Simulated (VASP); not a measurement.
Write the native input for VASP 6.6.1 that does the following.

* Task: single point
* Functional: PBEsol
* Potentials or basis: VASP PAW PBE potentials, release 64 (Sn_d)
* Cutoff: 520 eV
* k mesh: 12 × 12 × 12
* Occupations: gaussian, width 0.15 eV
* Spin: no spin polarisation
* Dipole correction: no
* Further INCAR settings: ALGO = Fast; EDIFF = 1e-07; NBANDS = 21

The structure of Sn lies in POSCAR:

```
Sn
1.0
    0.0000000000      3.2456000000      3.4890200000
    3.2456000000      0.0000000000      3.4890200000
    3.2456000000      3.2456000000      0.0000000000
Sn
2
Direct
    0.5000000000      0.5000000000      0.5000000000
    0.7500000000      0.7500000000      0.7500000000
```

This cell differs from its parent crystal: strain +0.0750 x Voigt [0, 0, 1, 0, 0, 0].

The input as run:

INCAR

```
PREC = Accurate ; ENCUT = 520
EDIFF = 1E-7 ; ISMEAR = 0
SIGMA = 0.15 ; LREAL = False
LASPH = True ; NELM = 60
ALGO = Fast ; ISIF = 2
LWAVE = False ; LCHARG = False
GGA = PS ; NBANDS = 21
```

KPOINTS

```
regular mesh
0
Gamma
  12 12 12
```

Potentials or basis: VASP PAW PBE potentials, release 64 (Sn_d).

Launch:

```sh
$ cat potpaw_PBE.64/Sn_d/POTCAR > POTCAR
$ mpirun -np 1 vasp_std > vasp.out
```

Results of the run:

| Item | Value |
| --- | --- |
| Pressure | -1.9 GPa |
| Band gap on the k mesh | zero (bands 14 and 15 overlap by 0.50 eV) |

Caveat: the cell differs from its parent crystal (strain +0.0750 x Voigt [0, 0, 1, 0, 0, 0]); the PAW data sets were made with another functional, which shifts forces and pressure a little; spin-orbit coupling is left out, which moves the levels of the heavy elements.

Run time: 6.8 min on 1 thread of Intel Xeon 8259CL, on a shared host, peak memory 0.35 GiB.
